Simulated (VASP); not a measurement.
# CoO (I4/mmm) in VASP: further runs, part 2 of 2

VASP 6.6.1. Earlier steps stand in the parts before.

**5. Relaxation of cell and atoms, PBEsol, collinear spin, ferromagnetic start, target pressure 30 GPa, at which the enthalpy is minimised**

This run uses another cell than the first one, of 9.58 Å³/atom, 0.962 times its volume.

Contents of INCAR:

```
  PREC = Accurate
  ENCUT = 600
  EDIFF = 1E-6
  ISMEAR = -1
  SIGMA = 0.05
  LREAL = False
  LASPH = True
  NELM = 150
  ALGO = Normal
  ISIF = 3
  LWAVE = False
  LCHARG = False
  ISPIN = 2
  MAGMOM = 2 0
  LORBIT = 11
  LMAXMIX = 4
  GGA = PS
  IBRION = 2
  NSW = 80
  EDIFFG = -0.005
  PSTRESS = 300.0
```

Contents of KPOINTS:

```
Automatic mesh
0
Gamma
  12 12 12
```

Contents of POSCAR:

```
CoO
1.0
   -1.5080000000      1.5080000000      2.1072475377
    1.5080000000     -1.5080000000      2.1072475377
    1.5080000000      1.5080000000     -2.1072475377
Co O
1 1
Direct
    0.0000000000      0.0000000000      0.0000000000
    0.5000000000      0.5000000000      0.0000000000
```

Potentials or basis: VASP PAW PBE potentials, release 64 (Co, O).

On the command line:

```console
cat potpaw_PBE.64/Co/POTCAR potpaw_PBE.64/O/POTCAR > POTCAR
mpirun -np 1 vasp_std > vasp.out
```

OUTCAR:

```text
PREC = Accurate
   ENCUT = 600
   EDIFF = 1E-6
   ISMEAR = -1
   LREAL = False
   LASPH = True
   NELM = 150
   ISIF = 3
   ISPIN = 2
   LORBIT = 11
   GGA = PS
   IBRION = 2
   NSW = 80
   EDIFFG = -0.005
   PSTRESS = 300.0

 ion  position               nearest neighbor table
   1  0.000  0.000  0.000-   2 2.11   2 2.11   2 2.13   2 2.13   2 2.13   2 2.13
   2  0.500  0.500  0.000-   1 2.11   1 2.11   1 2.13   1 2.13   1 2.13   1 2.13

  LATTYP: Found a body centered tetragonal cell.
 ALAT       =     3.0160000000
 C/A-ratio  =     1.3973790038

  Lattice vectors:

 A1 = (  -1.5080000000,   1.5080000000,   2.1072475377)
 A2 = (   1.5080000000,  -1.5080000000,   2.1072475377)
 A3 = (   1.5080000000,   1.5080000000,  -2.1072475377)

Analysis of symmetry for initial positions (statically):
=====================================================================
 Subroutine PRICEL returns:
 Original cell was already a primitive cell.

 Routine SETGRP: Setting up the symmetry group for a
 body centered tetragonal supercell.

 Subroutine GETGRP returns: Found 16 space group operations
 (whereof 16 operations were pure point group operations)
[... 197 lines left out ...]
      7       4.7517      1.00000
      8       4.7517      1.00000
      9       4.8455      1.00000
     10       8.8217      0.00000
     11      24.5319      0.00000
     12      25.9002      0.00000
[... 820 lines left out ...]
  energy  without entropy=      -13.7259690737  energy(sigma->0) =      -13.73435624

  enthalpy is  TOTEN    =       -10.8299204034 eV   P V=        2.9128230037

[... ionic steps 4 to 7 ...]

--------------------------------------- Ionic step        8  -------------------------------------------

 number of electron      15.0000006 magnetization       0.0005039

------------------------ aborting loop because EDIFF is reached ----------------------------------------
[... 71 lines left out ...]
--------------------------------------- Ionic step       10  -------------------------------------------

 number of electron      15.0000006 magnetization       0.0003211

 Free energy of the ion-electron system (eV)
  ---------------------------------------------------
  ext. energy  EPLUGINS =         0.00000000
  ---------------------------------------------------
  free energy    TOTEN  =       -13.66104974 eV

  energy without entropy =      -13.64685711  energy(sigma->0) =      -13.65395343

 E-fermi :  11.6657     XC(G=0): -14.2095

 val. band max:       11.6420835329   @ k =  -0.4167   0.2500   0.0000
 cond. band min:      11.6851778000   @ k =  -0.3333   0.3333   0.2500
 fundamental gap:      0.0430942671
 Fermi energy:        11.6657089610

 spin component 1

 k-point     1 :       0.0000    0.0000    0.0000
  band No.  band energies     occupation
      1     -11.2028      1.00000
      2       7.1756      1.00000
      3       7.1756      1.00000
      4       7.1761      1.00000
      5       9.4696      1.00000
      6       9.4705      1.00000
      7       9.4705      1.00000
      8       9.9611      1.00000
      9       9.9612      1.00000
     10      14.4927      0.00000
     11      29.1756      0.00000
     12      32.3419      0.00000
[... 742 lines left out ...]
  energy  without entropy=      -13.6468571127  energy(sigma->0) =      -13.65395343

  enthalpy is  TOTEN    =       -10.8572480709 eV   P V=        2.8038016692

 reached required accuracy - stopping structural energy minimisation

 total charge

# of ion       s       p       d       tot
------------------------------------------
    1        0.369   0.543   7.552   8.465
    2        1.541   3.495   0.000   5.036
--------------------------------------------------
tot          1.910   4.038   7.552  13.500

 magnetization (x)

# of ion       s       p       d       tot
------------------------------------------
    1        0.000   0.000   0.000   0.000
    2        0.000   0.000   0.000   0.000
--------------------------------------------------
tot          0.000   0.000   0.000   0.000
```

OSZICAR:

```text
N       E                     dE             d eps       ncg     rms          rms(c)
DAV:   1     0.914507942856E+02    0.91451E+02   -0.78823E+03  7896   0.160E+03
[... 86 lines left out ...]
   9 F= -.10857242E+02 E0= -.10850126E+02  d E =0.112148E-05  mag=     0.0004
       N       E                     dE             d eps       ncg     rms          rms(c)
DAV:   1    -0.136610888968E+02    0.17360E-02   -0.79369E-04  8456   0.483E-01    0.535E-02
DAV:   2    -0.136610552686E+02    0.33628E-04   -0.93212E-05  9016   0.199E-01    0.224E-02
DAV:   3    -0.136610521810E+02    0.30875E-05   -0.18991E-05 10572   0.868E-02    0.135E-02
DAV:   4    -0.136610501015E+02    0.20796E-05   -0.35058E-06  6916   0.445E-02    0.575E-03
DAV:   5    -0.136610497401E+02    0.36133E-06   -0.66233E-07  4100   0.124E-02
  10 F= -.10857248E+02 E0= -.10850152E+02  d E =-.527584E-05  mag=     0.0003
```

CONTCAR:

```text
CoO
   1.00000000000000
    -1.3832675977764468    1.3832675977764468    1.9564295705831871
     1.3832675977764468   -1.3832675977764468    1.9564295705831871
     1.3832675977764468    1.3832675977764468   -1.9564295705831871
  Co              O
     1     1
Direct
     1.0000000000000000    0.0000000000000000    0.0000000000000000
     0.5000000000000000    0.5000000000000000    1.0000000000000000

  0.00000000E+00  0.00000000E+00  0.00000000E+00
  0.00000000E+00  0.00000000E+00  0.00000000E+00
```

It took 3.5 min on 1 thread of Intel Xeon 6975P-C (Granite Rapids), shared host; peak memory 0.22 GiB.

The run converged, but its numbers aren't listed here, since they failed a check.

Caveat: the starting moments collapsed, and a magnetic state may lie lower; the cell is relaxed towards a set pressure, so the enthalpy falls and the energy may rise; the volume moved by over 15 % at a fixed basis, so the end points are rough; the PAW data sets were made with another functional, which shifts forces and pressure a little; semilocal functionals often make such compounds metallic where correlation or magnetic order opens a gap, which also shifts bond lengths.

**6. Overview**

```csv
level,potentials or basis,cell,k mesh,cutoff (eV),gap on the mesh (eV),pressure (GPa),moment (μB)
LDA,"VASP PAW LDA potentials, release 64 (Co, O)","a = 3.038 Å, angles 119.6, 119.6, 90.7°, 2 atoms",12 × 12 × 12,520,none,-23.6,2.85
PBEsol,"VASP PAW PBE potentials, release 64 (Co, O)","a = 3.038 Å, angles 119.6, 119.6, 90.7°, 2 atoms",12 × 12 × 12,520,none,-15.3,2.98
PBE,"VASP PAW PBE potentials, release 64 (Co, O)","a = 2.998 Å, angles 119.6, 119.6, 90.7°, 2 atoms",7 × 7 × 7,600,none,-1.1,2.82
```

Alike in all rows: task single point; spin collinear, ferromagnetic start; smearing fermi-dirac 0.05 eV.

Caveats: some runs use coarse meshes; a cell with one magnetic atom can't hold antiferromagnetic order, which such compounds often take; semilocal functionals often make such compounds metallic where correlation or magnetic order opens a gap, which also shifts bond lengths; the PAW data sets were made with another functional, which shifts forces and pressure a little (some runs).

Absolute energies hang on the potentials; compare differences alone.
